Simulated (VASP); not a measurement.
# CuO: single point with BLYP

Crystal: CuO.

```
Cu O
1.0
     0.18573   -2.12794   -2.00144
    -1.97849    0.10413   -1.91983
     2.33455    2.23918   -4.29984
Cu O
2 2
Direct
  0.45623 0.53069 0.48541
  0.97428 0.98587 0.02436
  0.80166 0.74472 0.73928
  0.26782 0.23873 0.25095
```

| Property | Result |
| --- | --- |
| Program | VASP 6.6.1 |
| Task | single point |
| Functional | BLYP |
| Potentials or basis | VASP PAW PBE potentials, release 64 (Cu, O) |
| Cutoff | 520 eV |
| k mesh | 10 × 10 × 5 |
| Occupations | fermi-dirac, width 0.05 eV |
| Spin | no spin polarisation |

```
Pressure               : 15.6 GPa
Largest force          : 2.189 eV/Å
Band gap on the k mesh : zero (band 17 reaches 7.09 eV, above the bottom of band 18 at 6.30 eV)
```

Forces on the atoms (eV/Å):
```
Cu   1.462 -0.124 -1.625
Cu  -0.966 -1.350  0.712
O    0.056  0.893  0.106
O   -0.552  0.581  0.807
```

Stress tensor (GPa, compression positive):
```
14.81  1.32  8.57
 1.32 15.41  1.57
 8.57  1.57 16.72
```

Levels at points of the mesh, in eV from the Fermi level:
```csv
k point,band 13,band 14,band 15,band 16,band 17,band 18,band 19,band 20,band 21,band 22
"(0.00, 0.00, 0.00)",-1.84,-1.64,-1.24,-1.06,0.35,0.66,1.61,6.59,8.85,14.14
"(0.50, 0.00, 0.00)",-1.63,-1.53,-0.99,-0.63,-0.31,-0.19,6.99,7.41,8.69,9.84
"(0.00, 0.50, 0.00)",-1.53,-1.38,-0.95,-0.69,-0.25,-0.18,7.32,7.52,9.03,9.39
"(0.50, 0.50, 0.00)",-1.77,-1.64,-1.52,-1.25,0.51,0.86,5.50,5.96,10.42,11.10
```

It took 4.2 min on 1 thread of Intel Xeon 6975P-C, on a shared host, peak memory 0.31 GiB.

Caveat: the PAW data sets were made with another functional, which shifts forces and pressure a little; semilocal functionals often make such compounds metallic where correlation or magnetic order opens a gap, which also shifts bond lengths. With open d or f shells a metallic result of BLYP can be an artefact of self-interaction; +U or a hybrid may open a gap.
